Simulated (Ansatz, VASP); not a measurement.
# WSe2 in VASP and in Ansatz

```xyz
3
Lattice="3.4429 0.0000 0.0000 -1.7215 2.6977 0.0000 0.0000 0.0000 7.0056" Properties=species:S:1:pos:R:3 pbc="T T T"
W     0.0000    0.0000    0.0000
Se    0.0000    1.7985    1.6852
Se    0.0000    1.7985    5.3204
```

Change from the starting cell: strain +e along x and -e along y +0.0500, strain +e along z and -e/2 along x and y +0.0000.

Alike in both runs: task single point; functional PBE; dispersion D3(BJ); k mesh 9 × 9 × 4; occupations gaussian, width 0.05 eV; no spin polarisation.

```csv
,VASP,Ansatz
version,VASP 6.6.1,Ansatz 0.2.0
potentials or method,"VASP PAW PBE potentials, release 64 (W_sv, Se), cutoff 520 eV","scalar-relativistic, plane waves, PAW"
valence electrons in the cell,26,46
```

Ansatz gave:

| Property | Result |
| --- | --- |
| gap on the k mesh at the Fermi level (eV) | 1.29 |
| least direct gap on the mesh (eV) | 1.61 |
| pressure (GPa) | 1.1 |
| traceless stress, the component that is largest in VASP (GPa) | 8.09 |
| rms of the force components (eV/Å) | 0.355 |

Question: What did VASP give for the same quantities?

Answer: gap on the k mesh at the Fermi level (eV): 1.30; least direct gap on the mesh (eV): 1.61; pressure (GPa): 1.4; traceless stress, the component that is largest in VASP (GPa): 8.06; rms of the force components (eV/Å): 0.362.

Atom by atom the forces differ by 0.023 eV/Å (rms over components). VASP's potentials hold 26 valence electrons a cell and Ansatz's 46, so a difference there can come from the potentials and not from the codes.

Neither program's run includes spin-orbit coupling.
